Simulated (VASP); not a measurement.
# PrScO (P4/mmm) in VASP: a series of runs

Runs on PrScO. Level: PBE. Tasks: relaxation of cell and atoms, single point, relaxation of shape and atoms at fixed volume.

Everything below comes from runs of VASP 6.6.1. Logs are shortened: lines on timing, memory, paths and dates and some standing lists are left out, and cuts for length are marked.

### 1 The cell of the first run

Symmetry: P4/mmm, No. 123, tetragonal system. Conventional cell: a = 3.722 Å, b = 3.722 Å, c = 4.235 Å, α = 90.00°, β = 90.00°, γ = 90.00°. Within 3.5 Å of Pr (site symmetry 4/mmm) lie 4 O at 2.63 Å and 8 Sc at 3.38 Å. Within 2.8 Å of Sc (site symmetry 4/mmm) lie 2 O at 2.12 Å. Within 2.8 Å of O (site symmetry 4/mmm) lie 2 Sc at 2.12 Å and 4 Pr at 2.63 Å.

The cell was generated, and may not be a known phase.

### 2 Relaxation of cell and atoms, PBE

File INCAR:

```
SYSTEM = PrScO
PREC = Accurate ; ENCUT = 600
EDIFF = 1E-7 ; ISMEAR = 0
SIGMA = 0.1 ; LREAL = .False.
LASPH = .True. ; NELM = 200
ALGO = Normal ; ISIF = 3
LWAVE = .False. ; LCHARG = .False.
GGA = PE ; IBRION = 2
NSW = 100 ; EDIFFG = -0.01
GGA_COMPAT = .False. ; NELMIN = 4
LMAXMIX = 6
```

File KPOINTS:

```
Automatic mesh
0
Gamma
  10 10 8
  0 0 0
```

File POSCAR:

```
PrScO
1.0
    3.7216236070      0.0000000000      0.0000000000
    0.0000000000      3.7216236070      0.0000000000
    0.0000000000      0.0000000000      4.2347039562
Pr Sc O
1 1 1
Direct
    0.5000000000      0.5000000000      0.5000000000
    0.0000000000      0.0000000000      0.0000000000
    0.0000000000      0.0000000000      0.5000000000
```

Potentials or basis: VASP PAW PBE potentials, release 64 (Pr_3, Sc_sv, O), 4f in core.

On the command line:

```
> cat potpaw_PBE.64/Pr_3/POTCAR potpaw_PBE.64/Sc_sv/POTCAR potpaw_PBE.64/O/POTCAR > POTCAR
> mpirun -np 1 vasp_std > vasp.out
```

OUTCAR:

```text
SYSTEM = PrScO
   PREC = Accurate
   ENCUT = 600
   EDIFF = 1E-7
   ISMEAR = 0
   LREAL = .False.
   LASPH = .True.
   NELM = 200
   ISIF = 3
   GGA = PE
   IBRION = 2
   NSW = 100
   EDIFFG = -0.01
   NELMIN = 4

 ion  position               nearest neighbor table
   1  0.500  0.500  0.500-   3 2.63   3 2.63   3 2.63   3 2.63   2 3.38   2 3.38   2 3.38   2 3.38
                             2 3.38   2 3.38   2 3.38   2 3.38
   2  0.000  0.000  0.000-   3 2.12   3 2.12   1 3.38   1 3.38   1 3.38   1 3.38   1 3.38   1 3.38
                             1 3.38   1 3.38
   3  0.000  0.000  0.500-   2 2.12   2 2.12   1 2.63   1 2.63   1 2.63   1 2.63

  LATTYP: Found a simple tetragonal cell.
 ALAT       =     3.7216236070
 C/A-ratio  =     1.1378646535

  Lattice vectors:

 A1 = (   3.7216236070,   0.0000000000,   0.0000000000)
 A2 = (   0.0000000000,   3.7216236070,   0.0000000000)
 A3 = (   0.0000000000,   0.0000000000,   4.2347039562)

Analysis of symmetry for initial positions (statically):
=====================================================================
 Subroutine PRICEL returns:
 Original cell was already a primitive cell.

 Routine SETGRP: Setting up the symmetry group for a
 simple tetragonal supercell.

 Subroutine GETGRP returns: Found 16 space group operations
 (whereof 16 operations were pure point group operations)
 out of a pool of 16 trial point group operations.

The static configuration has the point symmetry D_4h.

Analysis of symmetry for dynamics (positions and initial velocities):
=====================================================================
 Subroutine PRICEL returns:
 Original cell was already a primitive cell.

 Routine SETGRP: Setting up the symmetry group for a
 simple tetragonal supercell.

 Subroutine GETGRP returns: Found 16 space group operations
 (whereof 16 operations were pure point group operations)
 out of a pool of 16 trial point group operations.

The dynamic configuration has the point symmetry D_4h.

 Subroutine INISYM returns: Found 16 space group operations
 (whereof 16 operations are pure point group operations),
 and found     1 'primitive' translations

----------------------------------------------------------------------------------------

                                     Primitive cell

  volume of cell :      58.6527

  direct lattice vectors                    reciprocal lattice vectors
     3.721623607  0.000000000  0.000000000     0.268699929  0.000000000  0.000000000
     0.000000000  3.721623607  0.000000000     0.000000000  0.268699929  0.000000000
     0.000000000  0.000000000  4.234703956     0.000000000  0.000000000  0.236144016

  length of vectors
     3.721623607  3.721623607  4.234703956     0.268699929  0.268699929  0.236144016

  position of ions in fractional coordinates (direct lattice)
     0.500000000  0.500000000  0.500000000
     0.000000000  0.000000000  0.000000000
     0.000000000  0.000000000  0.500000000

  ion indices of the primitive-cell ions
   primitive index   ion index
                 1           1
                 2           2
                 3           3

----------------------------------------------------------------------------------------

 KPOINTS: Automatic mesh

Automatic generation of k-mesh.
 Grid dimensions read from file:
 generate k-points for:   10   10    8

 Generating k-lattice:

  Cartesian coordinates                     Fractional coordinates (reciprocal lattice)
     0.026869993  0.000000000  0.000000000     0.100000000  0.000000000  0.000000000
     0.000000000  0.026869993  0.000000000     0.000000000  0.100000000  0.000000000
     0.000000000  0.000000000  0.029518002     0.000000000  0.000000000  0.125000000

  Length of vectors
     0.026869993  0.026869993  0.029518002

  Shift w.r.t. Gamma in fractional coordinates (k-lattice)
     0.000000000  0.000000000  0.000000000

 Subroutine IBZKPT returns following result:
 ===========================================

 Found    105 irreducible k-points:

 Following reciprocal coordinates:
            Coordinates               Weight
  0.000000  0.000000  0.000000      1.000000
  0.100000  0.000000  0.000000      4.000000
  0.200000  0.000000  0.000000      4.000000
  0.300000  0.000000  0.000000      4.000000
  0.400000  0.000000  0.000000      4.000000
  0.500000  0.000000  0.000000      2.000000
[... 16 lines left out ...]
  0.100000  0.000000  0.125000      8.000000
  0.200000  0.000000  0.125000      8.000000
 [... further k-points ...]
   k-points           NKPTS =    105   k-points in BZ     NKDIM =    105   number of bands    NBANDS=     18
   number of dos      NEDOS =    301   number of ions     NIONS =      3
   total plane-waves  NPLWV =  32400
   dimension x,y,z NGX =    30 NGY =   30 NGZ =   36
   dimension x,y,z NGXF=    60 NGYF=   60 NGZF=   72
   ions per type =               1   1   1
   NGX,Y,Z   is equivalent  to a cutoff of  13.40, 13.40, 14.13 a.u.
   NGXF,Y,Z  is equivalent  to a cutoff of  26.80, 26.80, 28.27 a.u.
 SYSTEM =  PrScO
   PREC   = accura    normal or accurate (medium, high low for compatibility)
   ISTART =      0    job   : 0-new  1-cont  2-samecut
   ICHARG =      2    charge: 1-file 2-atom 10-const
   ISPIN  =      1    spin polarized calculation?
   LNONCOLLINEAR =      F non collinear calculations
   LSORBIT =      F    spin-orbit coupling
   LASPH  =      T    aspherical Exc in radial PAW
   ENCUT  =  600.0 eV  44.10 Ry    6.64 a.u.   7.43  7.43  8.46*2*pi/ulx,y,z
   NELM   =    200;   NELMIN=  4; NELMDL= -5     # of ELM steps
   EDIFF  = 0.1E-06   stopping-criterion for ELM
   LREAL  =      F    real-space projection
   EDIFFG = -.1E-01   stopping-criterion for IOM
   NSW    =    100    number of steps for IOM
   IBRION =      2    ionic relax: 0-MD 1-quasi-New 2-CG
   NFREE  =      1    steps in history (QN), initial steepest desc. (CG)
   ISIF   =      3    stress and relaxation
   ISYM   =      2    0-nonsym 1-usesym 2-fastsym
   POTIM  = 0.5000    time-step for ionic-motion
   TEBEG  =    0.0;   TEEND  =   0.0 temperature during run
   PSTRESS=    0.0 pullay stress
   NELECT =      28.0000    total number of electrons
   NUPDOWN=      -1.0000    fix difference up-down
   EMIN   =  10.00;   EMAX   =-10.00  energy-range for DOS
   EFERMI =   0.00;   METHOD = LEGACY
   ISMEAR =     0;   SIGMA  =   0.10  broadening in eV -4-tet -1-fermi 0-gaus
   EFERMI_NEDOS =   21; number of points for ismear=-14 and -15
   IALGO  =     38    algorithm
   IMIX   =      4    mixing-type and parameters
     AMIX     =   0.40;   BMIX     =  1.00
     AMIX_MAG =   1.60;   BMIX_MAG =  1.00
  volume/ion in A,a.u.               =      19.55       131.94
  Fermi-wavevector in a.u.,A,eV,Ry     =   1.279474  2.417856 22.273474  1.637054
  Thomas-Fermi vector in A             =   2.411958
   LORBIT       =      0    0 simple, 1 ext, 2 COOP (PROOUT), +10 PAW based schemes
   GGA     = PE    functional components
   LHFCALC =     F    Hartree Fock is set to
   AEXX    =    0.0000 exact exchange contribution
   IVDW    =     0    specifies the selected vdW correction
   LEPSILON=     F    determine dielectric tensor
   LRPA    =     F    only Hartree local field effects (RPA)
 conjugate gradient relaxation of ions
 non-spin polarized calculation
 Gauss-broadening in eV      SIGMA  =   0.10
  energy-cutoff  :      600.00
  volume of cell :       58.65
 maximum number of plane-waves:      1989
 NGX is ok and might be reduce to    30

--------------------------------------- Ionic step        1  -------------------------------------------

 number of electron      27.9999998 magnetization

 Free energy of the ion-electron system (eV)
  ---------------------------------------------------
  ext. energy  EPLUGINS =         0.00000000
  ---------------------------------------------------
  free energy    TOTEN  =       -21.88100200 eV

  energy without entropy =      -21.87576806  energy(sigma->0) =      -21.87838503

------------------------ aborting loop because EDIFF is reached ----------------------------------------

  FORCE on cell =-STRESS in cart. coord.  units (eV):
  Direction    XX          YY          ZZ          XY          YZ          ZX
  --------------------------------------------------------------------------------------
  -------------------------------------------------------------------------------------
  Total       -0.1218989     -0.1218989     -0.0039115      0.0000000     -0.0000000      0.0000000
  in kB       -3.3298338     -3.3298338     -0.1068491      0.0000000     -0.0000000      0.0000000
  external PRESSURE =      -2.2555055 kB  Pullay stress =       0.0000000 kB
[... 96 lines left out ...]
  energy  without entropy=      -21.8758867986  energy(sigma->0) =      -21.87855458

--------------------------------------- Ionic step        4  -------------------------------------------

 number of electron      27.9999997 magnetization

 Free energy of the ion-electron system (eV)
  ---------------------------------------------------
  ext. energy  EPLUGINS =         0.00000000
  ---------------------------------------------------
  free energy    TOTEN  =       -21.88125122 eV

  energy without entropy =      -21.87582793  energy(sigma->0) =      -21.87853957

 E-fermi :   4.9097     XC(G=0): -10.5451

 val. band max:        4.8735491747   @ k =   0.5000   0.2000   0.3750
 cond. band min:       4.9286506507   @ k =   0.1000   0.1000   0.5000
 fundamental gap:      0.0551014760
 Fermi energy:         4.9097053906

 k-point     1 :       0.0000    0.0000    0.0000
  band No.  band energies     occupation
      1     -44.6774      2.00000
      2     -31.4134      2.00000
      3     -23.4067      2.00000
      4     -23.2985      2.00000
      5     -23.2985      2.00000
      6     -14.6346      2.00000
[... 10 lines left out ...]
     17       6.7506      0.00000
     18       6.8484      0.00000
[... 466 lines left out ...]
      2     -31.3940      2.00000
      3     -23.4225      2.00000
      4     -23.3169      2.00000
      5     -23.2956      2.00000
      6     -15.0415      2.00000
[... 10 lines left out ...]
     17       6.8775      0.00000
     18       7.1189      0.00000

 [... further k-points ...]
[... 5 lines left out ...]
  --------------------------------------------------------------------------------------
  -------------------------------------------------------------------------------------
  Total        0.0007666      0.0007666     -0.0205862      0.0000000     -0.0000000      0.0000000
  in kB        0.0210083      0.0210083     -0.5641599      0.0000000     -0.0000000      0.0000000
  external PRESSURE =      -0.1740478 kB  Pullay stress =       0.0000000 kB
[... 18 lines left out ...]
  FREE ENERGIE OF THE ION-ELECTRON SYSTEM (eV)
  ---------------------------------------------------
  free  energy   TOTEN  =       -21.8812512191 eV

  energy  without entropy=      -21.8758279280  energy(sigma->0) =      -21.87853957

 reached required accuracy - stopping structural energy minimisation
```

It took 4.2 min on 1 thread of Intel Xeon Platinum 8488C (Sapphire Rapids), shared host; peak memory 0.3 GiB.

What came out:

```
Free energy                           : -21.8813 eV
Relaxed volume                        : 19.49 Å³/atom
Relaxed cell                          : a = 3.714 Å, b = 3.714 Å, c = 4.239 Å, α = 90.00°, β = 90.00°, γ = 90.00°
Space group after relaxing (to 0.1 Å) : P4/mmm (No. 123)
Energy gained by relaxing             : 0.1 meV/atom
Ionic steps                           : 4
Pressure after relaxing               : 0.0 GPa
Band gap on the k mesh                : zero (bands 14 and 15 overlap by 1.41 eV)
```

The path:
```csv
step,energy change (eV),largest force (eV/Å),pressure (GPa),volume (Å³)
1,0.0000,0.0000,-0.23,58.65
2,-0.0002,0.0000,0.09,58.42
3,-0.0002,0.0000,0.07,58.44
4,-0.0002,0.0000,-0.02,58.46
```

Final structure:
```xyz
3
Lattice="3.7136 0.0000 0.0000 0.0000 3.7136 0.0000 0.0000 0.0000 4.2393" Properties=species:S:1:pos:R:3 pbc="T T T"
Pr    1.8568    1.8568    2.1197
Sc    0.0000    0.0000    0.0000
O     0.0000    3.7136    2.1197
```

Caveat: spin-orbit coupling is left out, which moves the levels of the heavy elements; the 4f electrons are frozen in the core, so they carry no moment and show no levels; the run has no spin polarisation, though such a crystal can be magnetic. With open d or f shells a metallic result of PBE can be an artefact of self-interaction; +U or a hybrid may open a gap.

### 3 Relaxation of cell and atoms, PBE

This run uses another cell than the first one, of 18.44 Å³/atom.

File INCAR:

```
PREC = Accurate
ENCUT = 600
EDIFF = 1E-7
ISMEAR = 0
SIGMA = 0.1
LREAL = F
LASPH = T
NELM = 200
ALGO = Normal
ISIF = 3
LWAVE = F
LCHARG = F
GGA = PE
IBRION = 2
NSW = 100
EDIFFG = -0.01
GGA_COMPAT = F
NELMIN = 4
LMAXMIX = 6
```

File KPOINTS:

```
regular mesh
0
Gamma
  12 12 6
```

File POSCAR:

```
PrScO
1.0
    3.1617037999      0.0000000000      0.0000000000
    0.0000000000      3.1617037999      0.0000000000
    0.0000000000      0.0000000000      5.5349828334
Pr Sc O
1 1 1
Direct
    0.0000000000      0.0000000000      0.5000000000
    0.5000000000      0.5000000000      0.0000000000
    0.0000000000      0.0000000000      0.0000000000
```

Potentials or basis: VASP PAW PBE potentials, release 64 (Pr_3, Sc_sv, O), 4f in core.

On the command line:

```
> cat potpaw_PBE.64/Pr_3/POTCAR potpaw_PBE.64/Sc_sv/POTCAR potpaw_PBE.64/O/POTCAR > POTCAR
> mpirun -np 1 vasp_std > vasp.out
```

It took 5.7 min on 1 thread of Intel Xeon Platinum 8488C (Sapphire Rapids), shared host; peak memory 0.32 GiB.

It converged, with:

```
Free energy                           : -21.4493 eV
Relaxed volume                        : 18.36 Å³/atom
Relaxed cell                          : a = 3.167 Å, b = 3.167 Å, c = 5.493 Å, α = 90.00°, β = 90.00°, γ = 90.00°
Space group after relaxing (to 0.1 Å) : P4/mmm (No. 123)
Energy gained by relaxing             : 0.3 meV/atom
Ionic steps                           : 5
Pressure after relaxing               : 0.1 GPa
Band gap on the k mesh                : zero (bands 14 and 15 overlap by 1.82 eV)
```

The path:
```tsv
step	energy change (eV)	largest force (eV/Å)	pressure (GPa)	volume (Å³)
1	0.0000	0.0000	-0.07	55.33
2	-0.0007	0.0000	-0.10	55.27
3	-0.0009	0.0000	-0.12	55.20
4	-0.0009	0.0000	-0.11	55.20
5	-0.0009	0.0000	0.08	55.08
```

Final structure:
```
CELL_PARAMETERS angstrom
3.16662 0.00000 0.00000
0.00000 3.16662 0.00000
0.00000 0.00000 5.49276
ATOMIC_POSITIONS crystal
Pr 0.00000 0.00000 0.50000
Sc 0.50000 0.50000 0.00000
O 0.00000 0.00000 0.00000
```

Levels at points of the mesh, in eV from the Fermi level:
```
           k point  band 11  band 12  band 13  band 14  band 15  band 16  band 17  band 18
(0.00, 0.00, 0.00)    -4.35    -4.35    -3.10    -1.40     0.06     0.80     1.71     1.71
(0.50, 0.00, 0.00)    -5.69    -5.03    -1.41    -0.22     0.39     1.80     2.44     2.65
(0.50, 0.50, 0.00)    -5.38    -4.33    -2.81    -1.49    -1.49     2.99     3.08     3.70
(0.00, 0.00, 0.50)    -4.40    -4.40    -2.12    -0.86    -0.65     0.02     2.18     2.18
(0.50, 0.00, 0.50)    -5.96    -5.73    -1.63    -0.40     1.99     2.30     2.42     2.66
(0.50, 0.50, 0.50)    -5.54    -5.10    -2.38     0.28     0.28     0.83     0.83     1.35
```

Caveat: spin-orbit coupling is left out, which moves the levels of the heavy elements; the 4f electrons are frozen in the core, so they carry no moment and show no levels; the run has no spin polarisation, though such a crystal can be magnetic.

### 4 Single point, PBE

This run uses another cell than the first one: it holds 6 atoms, not 3.

File INCAR:

```
PREC = Accurate
ENCUT = 600
EDIFF = 1E-6
ISMEAR = 0
SIGMA = 0.2
LREAL = False
LASPH = True
NELM = 200
ALGO = Normal
ISIF = 2
LWAVE = False
LCHARG = False
GGA = PE
NBANDS = 37
GGA_COMPAT = False
LMAXMIX = 6
```

File KPOINTS:

```
Automatic mesh
0
Gamma
  6 6 4
```

File POSCAR:

```
PrScO
1.0
   -3.7187184948      0.0000000000      0.0000000000
    0.0000000000      0.0000000000     -4.2220819281
    0.0000000000     -7.4374369897      0.0000000000
Pr Sc O
2 2 2
Direct
    1.0000000000      0.5000000000      0.5000000000
    0.0000000000      0.5000000000      0.0000000000
    0.5000000000      0.0000000000      0.7500000000
    0.5000000000      0.0000000000      0.2500000000
    0.5000000000      0.5000000000      0.7500000000
    0.5000000000      0.5000000000      0.2500000000
```

On the command line:

```
> cat potpaw_PBE.64/Pr_3/POTCAR potpaw_PBE.64/Sc_sv/POTCAR potpaw_PBE.64/O/POTCAR > POTCAR
> mpirun -np 1 vasp_std > vasp.out
```

It took 4.8 min on 1 thread of Intel Xeon Platinum 8488C (Sapphire Rapids), shared host; peak memory 0.39 GiB.

Results (log left out):

```yaml
Free_energy: -43.7519 eV
Pressure: 0.4 GPa
Band_gap_on_the_k_mesh: zero (bands 28 and 29 overlap by 1.32 eV)
```

Stress tensor (GPa, compression positive):
```
-0.02  0.00  0.00
 0.00 -0.02  0.00
 0.00  0.00  1.13
```

Levels at points of the mesh, in eV from the Fermi level:
```tsv
k point	band 24	band 25	band 26	band 27	band 28	band 29	band 30	band 31	band 32	band 33
(0.00, 0.00, 0.00)	-4.38	-3.56	-1.81	-1.19	-0.49	1.00	1.00	1.10	1.71	1.81
(0.50, 0.00, 0.00)	-4.41	-1.47	-1.19	-0.83	-0.82	-0.49	1.10	1.71	1.96	1.96
(0.00, 0.50, 0.00)	-4.69	-1.86	-1.54	-0.59	0.24	0.42	1.16	1.69	1.72	2.06
(0.50, 0.50, 0.00)	-4.72	-1.86	-1.03	-1.03	0.42	0.48	1.16	1.72	2.51	2.51
(0.00, 0.00, 0.50)	-4.60	-2.65	-2.65	-0.74	-0.74	0.91	0.91	1.38	1.38	1.87
(0.50, 0.00, 0.50)	-4.59	-1.32	-1.32	-0.06	-0.06	0.01	0.01	0.43	0.43	1.99
(0.00, 0.50, 0.50)	-5.32	-1.59	-1.59	0.21	0.21	0.78	0.78	0.90	0.90	2.32
(0.50, 0.50, 0.50)	-5.31	-1.48	-1.48	-0.38	-0.38	0.76	0.76	2.09	2.09	2.77
```

Caveat: spin-orbit coupling is left out, which moves the levels of the heavy elements; the 4f electrons are frozen in the core, so they carry no moment and show no levels; the run has no spin polarisation, though such a crystal can be magnetic. With open d or f shells a metallic result of PBE can be an artefact of self-interaction; +U or a hybrid may open a gap.

(Part 1 of 2 ends here.)

The gap in the log of VASP goes by the Fermi energy; the results here count the filled bands.